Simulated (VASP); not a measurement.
# Pr (Im-3m) in VASP: single point with PBE

Aim: the single point of Pr with PBE.

All numbers are computed with VASP 6.6.1; they aren't measurements. Logs are shortened: lines on timing, memory, paths and dates and some standing lists are left out, and cuts for length are marked.

### Step 1. The cell of the first run

The structure is cubic, space group Im-3m (No. 229). The conventional cell has a = 4.061 Å, b = 4.061 Å, c = 4.061 Å, α = 90.00°, β = 90.00°, γ = 90.00°. Within 4.6 Å of Pr (site symmetry m-3m) lie 14 Pr at 3.52 to 4.06 Å.

This isn't the form of Pr at room conditions, which is double hcp.

### Step 2. Single point, PBE, collinear spin, ferromagnetic start

File INCAR:

```
SYSTEM = Pr
ALGO = Normal ; EDIFF = 1E-6
ENCUT = 520 ; GGA = PE
ISIF = 2 ; ISMEAR = 0
ISPIN = 2 ; LASPH = .True.
LCHARG = .True. ; LELF = .True.
LMAXMIX = 6 ; LORBIT = 11
LREAL = .False. ; LVHAR = .True.
LWAVE = .False. ; MAGMOM = 2.72
NBANDS = 16 ; NELM = 150
PREC = Accurate ; SIGMA = 0.05
```

File KPOINTS:

```
k-points
0
Gamma
  14 14 14
  0 0 0
```

File POSCAR:

```
Pr
1.0
   -2.0304788405      2.0304788405      2.0304788405
    2.0304788405     -2.0304788405      2.0304788405
    2.0304788405      2.0304788405     -2.0304788405
Pr
1
Direct
    0.0000000000      0.0000000000      0.0000000000
```

Potentials or basis: VASP PAW PBE potentials, release 64 (Pr).

Run with:

```console
$ cat potpaw_PBE.64/Pr/POTCAR > POTCAR
$ mpirun -np 1 vasp_std > vasp.out
```

OUTCAR:

```text
SYSTEM = Pr
   EDIFF = 1E-6
   ENCUT = 520
   GGA = PE
   ISIF = 2
   ISMEAR = 0
   ISPIN = 2
   LASPH = .True.
   LORBIT = 11
   LREAL = .False.
   NELM = 150
   PREC = Accurate

 ion  position               nearest neighbor table
   1  0.000  0.000  0.000-

  LATTYP: Found a body centered cubic cell.
 ALAT       =     4.0609576810

  Lattice vectors:

 A1 = (  -2.0304788405,   2.0304788405,   2.0304788405)
 A2 = (   2.0304788405,  -2.0304788405,   2.0304788405)
 A3 = (   2.0304788405,   2.0304788405,  -2.0304788405)

Analysis of symmetry for initial positions (statically):
=====================================================================
 Subroutine PRICEL returns:
 Original cell was already a primitive cell.

 Routine SETGRP: Setting up the symmetry group for a
 body centered cubic supercell.

 Subroutine GETGRP returns: Found 48 space group operations
 (whereof 48 operations were pure point group operations)
 out of a pool of 48 trial point group operations.

The static configuration has the point symmetry O_h .

Analysis of symmetry for dynamics (positions and initial velocities):
=====================================================================
 Subroutine PRICEL returns:
 Original cell was already a primitive cell.

 Routine SETGRP: Setting up the symmetry group for a
 body centered cubic supercell.

 Subroutine GETGRP returns: Found 48 space group operations
 (whereof 48 operations were pure point group operations)
 out of a pool of 48 trial point group operations.

The dynamic configuration has the point symmetry O_h .

Analysis of structural, dynamic, and magnetic symmetry:
=====================================================================
 Subroutine PRICEL returns:
 Original cell was already a primitive cell.

 Routine SETGRP: Setting up the symmetry group for a
 body centered cubic supercell.

 Subroutine GETGRP returns: Found 48 space group operations
 (whereof 48 operations were pure point group operations)
 out of a pool of 48 trial point group operations.

The overall configuration has the point symmetry O_h .

 Subroutine INISYM returns: Found 48 space group operations
 (whereof 48 operations are pure point group operations),
 and found     1 'primitive' translations

----------------------------------------------------------------------------------------

                                     Primitive cell

  volume of cell :      33.4854

  direct lattice vectors                    reciprocal lattice vectors
    -2.030478840  2.030478840  2.030478840     0.000000000  0.246247333  0.246247333
     2.030478840 -2.030478840  2.030478840     0.246247333  0.000000000  0.246247333
     2.030478840  2.030478840 -2.030478840     0.246247333  0.246247333  0.000000000

  length of vectors
     3.516892515  3.516892515  3.516892515     0.348246319  0.348246319  0.348246319

  position of ions in fractional coordinates (direct lattice)
     0.000000000  0.000000000  0.000000000

  ion indices of the primitive-cell ions
   primitive index   ion index
                 1           1

----------------------------------------------------------------------------------------

 KPOINTS: k-points

Automatic generation of k-mesh.
 Grid dimensions read from file:
 generate k-points for:   14   14   14

 Generating k-lattice:

  Cartesian coordinates                     Fractional coordinates (reciprocal lattice)
     0.000000000  0.017589095  0.017589095     0.071428571  0.000000000  0.000000000
     0.017589095  0.000000000  0.017589095     0.000000000  0.071428571  0.000000000
     0.017589095  0.017589095  0.000000000     0.000000000  0.000000000  0.071428571

  Length of vectors
     0.024874737  0.024874737  0.024874737

  Shift w.r.t. Gamma in fractional coordinates (k-lattice)
     0.000000000  0.000000000  0.000000000

 Subroutine IBZKPT returns following result:
 ===========================================

 Found    104 irreducible k-points:

 Following reciprocal coordinates:
            Coordinates               Weight
  0.000000  0.000000  0.000000      1.000000
  0.071429  0.000000  0.000000     12.000000
  0.142857  0.000000  0.000000     12.000000
  0.214286  0.000000  0.000000     12.000000
  0.285714  0.000000  0.000000     12.000000
  0.357143  0.000000  0.000000     12.000000
[... 16 lines left out ...]
  0.285714  0.285714  0.000000     24.000000
  0.357143  0.285714 -0.000000     24.000000
 [... further k-points ...]
   k-points           NKPTS =    104   k-points in BZ     NKDIM =    104   number of bands    NBANDS=     16
   number of dos      NEDOS =    301   number of ions     NIONS =      1
   total plane-waves  NPLWV =  21952
   dimension x,y,z NGX =    28 NGY =   28 NGZ =   28
   dimension x,y,z NGXF=    56 NGYF=   56 NGZF=   56
   ions per type =               1
   NGX,Y,Z   is equivalent  to a cutoff of  13.24, 13.24, 13.24 a.u.
   NGXF,Y,Z  is equivalent  to a cutoff of  26.47, 26.47, 26.47 a.u.
 SYSTEM =  Pr
   PREC   = accura    normal or accurate (medium, high low for compatibility)
   ISTART =      0    job   : 0-new  1-cont  2-samecut
   ICHARG =      2    charge: 1-file 2-atom 10-const
   ISPIN  =      2    spin polarized calculation?
   LNONCOLLINEAR =      F non collinear calculations
   LSORBIT =      F    spin-orbit coupling
   LASPH  =      T    aspherical Exc in radial PAW
   ENCUT  =  520.0 eV  38.22 Ry    6.18 a.u.   6.54  6.54  6.54*2*pi/ulx,y,z
   NELM   =    150;   NELMIN=  2; NELMDL= -5     # of ELM steps
   EDIFF  = 0.1E-05   stopping-criterion for ELM
   LREAL  =      F    real-space projection
   EDIFFG = 0.1E-04   stopping-criterion for IOM
   NSW    =      0    number of steps for IOM
   IBRION =     -1    ionic relax: 0-MD 1-quasi-New 2-CG
   NFREE  =      0    steps in history (QN), initial steepest desc. (CG)
   ISIF   =      2    stress and relaxation
   ISYM   =      2    0-nonsym 1-usesym 2-fastsym
   POTIM  = 0.5000    time-step for ionic-motion
   TEBEG  =    0.0;   TEEND  =   0.0 temperature during run
   PSTRESS=    0.0 pullay stress
   NELECT =      13.0000    total number of electrons
   NUPDOWN=      -1.0000    fix difference up-down
   EMIN   =  10.00;   EMAX   =-10.00  energy-range for DOS
   EFERMI =   0.00;   METHOD = LEGACY
   ISMEAR =     0;   SIGMA  =   0.05  broadening in eV -4-tet -1-fermi 0-gaus
   EFERMI_NEDOS =   21; number of points for ismear=-14 and -15
   IALGO  =     38    algorithm
   IMIX   =      4    mixing-type and parameters
     AMIX     =   0.40;   BMIX     =  1.00
     AMIX_MAG =   1.60;   BMIX_MAG =  1.00
  volume/ion in A,a.u.               =      33.49       225.97
  Fermi-wavevector in a.u.,A,eV,Ry     =   1.194274  2.256852 19.405874  1.426292
  Thomas-Fermi vector in A             =   2.330269
   LORBIT       =     11    0 simple, 1 ext, 2 COOP (PROOUT), +10 PAW based schemes
   GGA     = PE    functional components
   LHFCALC =     F    Hartree Fock is set to
   AEXX    =    0.0000 exact exchange contribution
   IVDW    =     0    specifies the selected vdW correction
   LEPSILON=     F    determine dielectric tensor
   LRPA    =     F    only Hartree local field effects (RPA)
 spin polarized calculation
 Gauss-broadening in eV      SIGMA  =   0.05
  energy-cutoff  :      520.00
  volume of cell :       33.49
 maximum number of plane-waves:       935
 NGX is ok and might be reduce to    28
   NGX = 13   NGY = 13   NGZ = 13

 number of electron      12.9999994 magnetization       2.7687804

 Free energy of the ion-electron system (eV)
  ---------------------------------------------------
  ext. energy  EPLUGINS =         0.00000000
  ---------------------------------------------------
  free energy    TOTEN  =        -5.49128218 eV

  energy without entropy =       -5.48668461  energy(sigma->0) =       -5.48898339

 E-fermi :   6.3138     XC(G=0): -10.0662

 val. band max:        6.3128875243   @ k =  -0.4286   0.5000   0.2143
 cond. band min:       6.3141799995   @ k =   0.2857   0.2143   0.2143
 fundamental gap:      0.0012924751
 Fermi energy:         6.3137873272

 spin component 1

 k-point     1 :       0.0000    0.0000    0.0000
  band No.  band energies     occupation
      1     -29.7565      1.00000
      2     -11.0548      1.00000
      3     -11.0548      1.00000
      4     -11.0548      1.00000
      5       2.4734      1.00000
      6       5.8646      1.00000
[... 8 lines left out ...]
     15       7.8088      0.00000
     16      10.2750      0.00000

 k-point     2 :       0.0714    0.0000    0.0000
  band No.  band energies     occupation
      1     -29.7468      1.00000
      2     -11.1334      1.00000
      3     -11.0775      1.00000
      4     -11.0557      1.00000
      5       2.6457      1.00000
      6       5.8487      1.00000
[... 8 lines left out ...]
     15       8.0912      0.00000
     16      10.1068      0.00000

 k-point     3 :       0.1429    0.0000    0.0000
  band No.  band energies     occupation
      1     -29.7197      1.00000
      2     -11.3471      1.00000
      3     -11.1406      1.00000
      4     -11.0580      1.00000
      5       3.1152      1.00000
      6       5.8069      1.00000
[... 8 lines left out ...]
     15       8.7152      0.00000
     16       9.8499      0.00000

 k-point     4 :       0.2143    0.0000    0.0000
  band No.  band energies     occupation
      1     -29.6800      1.00000
      2     -11.6406      1.00000
      3     -11.2298      1.00000
      4     -11.0615      1.00000
      5       3.7247      1.00000
      6       5.7797      1.00000
[... 8 lines left out ...]
     15       9.5870      0.00000
     16       9.8364      0.00000
[... 324 lines left out ...]
 k-point    22 :       0.3571    0.2143    0.0000
  band No.  band energies     occupation
      1     -29.5412      1.00000
      2     -12.2599      1.00000
      3     -11.7292      1.00000
      4     -11.2096      1.00000
      5       5.0432      1.00000
      6       5.8571      1.00000
[... 8 lines left out ...]
     15      10.3308      0.00000
     16      11.3002      0.00000

 k-point    23 :       0.2857    0.2857    0.0000
  band No.  band energies     occupation
      1     -29.5390      1.00000
      2     -12.1848      1.00000
      3     -11.8182      1.00000
      4     -11.2249      1.00000
      5       5.2673      1.00000
      6       5.8502      1.00000
[... 8 lines left out ...]
     15      10.4721      0.00000
     16      11.1216      0.00000

 k-point    24 :       0.3571    0.2857   -0.0000
  band No.  band energies     occupation
      1     -29.5327      1.00000
      2     -12.1336      1.00000
      3     -11.9216      1.00000
      4     -11.2320      1.00000
      5       5.3037      1.00000
      6       5.9424      1.00000
[... 8 lines left out ...]
     15      10.6643      0.00000
     16      11.1067      0.00000

 [... further k-points ...]

 spin component 2

 k-point     1 :       0.0000    0.0000    0.0000
  band No.  band energies     occupation
      1     -28.6582      1.00000
      2     -10.1620      1.00000
      3     -10.1620      1.00000
      4     -10.1620      1.00000
      5       3.1489      1.00000
      6       7.9867      0.00000
[... 8 lines left out ...]
     15       8.5226      0.00000
     16      10.7013      0.00000

 k-point     2 :       0.0714    0.0000    0.0000
  band No.  band energies     occupation
      1     -28.6481      1.00000
      2     -10.2438      1.00000
      3     -10.1854      1.00000
      4     -10.1631      1.00000
      5       3.3236      1.00000
      6       7.8621      0.00000
[... 8 lines left out ...]
     15       8.8454      0.00000
     16      10.5817      0.00000

 k-point     3 :       0.1429    0.0000    0.0000
  band No.  band energies     occupation
      1     -28.6195      1.00000
      2     -10.4658      1.00000
      3     -10.2501      1.00000
      4     -10.1664      1.00000
      5       3.7984      1.00000
      6       7.5912      0.00000
[... 8 lines left out ...]
     15       9.4799      0.00000
     16      10.4036      0.00000

 k-point     4 :       0.2143    0.0000    0.0000
  band No.  band energies     occupation
      1     -28.5778      1.00000
      2     -10.7701      1.00000
      3     -10.3418      1.00000
      4     -10.1711      1.00000
      5       4.4112      1.00000
      6       7.3523      0.00000
[... 8 lines left out ...]
     15      10.3552      0.00000
     16      10.4236      0.00000
[... 324 lines left out ...]
 k-point    22 :       0.3571    0.2143    0.0000
  band No.  band energies     occupation
      1     -28.4314      1.00000
      2     -11.4105      1.00000
      3     -10.8604      1.00000
      4     -10.3257      1.00000
      5       5.7206      1.00000
      6       6.7979      0.00000
[... 8 lines left out ...]
     15      10.9936      0.00000
     16      11.9344      0.00000

 k-point    23 :       0.2857    0.2857    0.0000
  band No.  band energies     occupation
      1     -28.4291      1.00000
      2     -11.3327      1.00000
      3     -10.9535      1.00000
      4     -10.3410      1.00000
      5       5.9759      1.00000
      6       6.8295      0.00000
[... 8 lines left out ...]
     15      11.1492      0.00000
     16      11.7569      0.00000

 k-point    24 :       0.3571    0.2857   -0.0000
  band No.  band energies     occupation
      1     -28.4224      1.00000
      2     -11.2800      1.00000
      3     -11.0605      1.00000
      4     -10.3484      1.00000
      5       6.0153      1.00000
      6       6.9730      0.00000
[... 8 lines left out ...]
     15      11.3330      0.00000
     16      11.7638      0.00000

 [... further k-points ...]
[... 5 lines left out ...]
  --------------------------------------------------------------------------------------
  -------------------------------------------------------------------------------------
  Total        0.0494958      0.0494958      0.0494958      0.0000000      0.0000000     -0.0000000
  in kB        2.3682302      2.3682302      2.3682302      0.0000000      0.0000000     -0.0000000
  external PRESSURE =       2.3682302 kB  Pullay stress =       0.0000000 kB

 VOLUME and BASIS-vectors are now :
 -----------------------------------------------------------------------------
  energy-cutoff  :      520.00
  volume of cell :       33.49
      direct lattice vectors                 reciprocal lattice vectors
    -2.030478840  2.030478840  2.030478840     0.000000000  0.246247333  0.246247333
     2.030478840 -2.030478840  2.030478840     0.246247333  0.000000000  0.246247333
     2.030478840  2.030478840 -2.030478840     0.246247333  0.246247333  0.000000000

 POSITION                                       TOTAL-FORCE (eV/Angst)
 -----------------------------------------------------------------------------------
      0.00000      0.00000      0.00000         0.000000      0.000000      0.000000
 -----------------------------------------------------------------------------------
    total drift:                               -0.000000     -0.000000     -0.000000

  FREE ENERGIE OF THE ION-ELECTRON SYSTEM (eV)
  ---------------------------------------------------
  free  energy   TOTEN  =        -5.4912821784 eV

  energy  without entropy=       -5.4866846102  energy(sigma->0) =       -5.48898339

 total charge

# of ion       s       p       d       f       tot
--------------------------------------------------
    1        2.000   5.277   0.593   2.168  10.038

 magnetization (x)

# of ion       s       p       d       f       tot
--------------------------------------------------
    1       -0.011  -0.023   0.151   2.117   2.234
```

Run time: 1.7 min. Hardware: 1 thread of Intel Xeon 6975P-C (Granite Rapids), shared host; peak memory 0.25 GiB.

Results:

* Free energy: -5.4913 eV
* Pressure: 0.2 GPa
* Net moment: 2.77 μB per cell
* Site moments: Pr +2.23 μB
* Valence electrons inside the program's atomic spheres: Pr 10.04

Caveat: the magnetic or orbital state may not be the lowest; spin-orbit coupling is left out, which moves the levels of the heavy elements; semilocal functionals describe open f shells poorly, which spoils levels, moments and volumes.
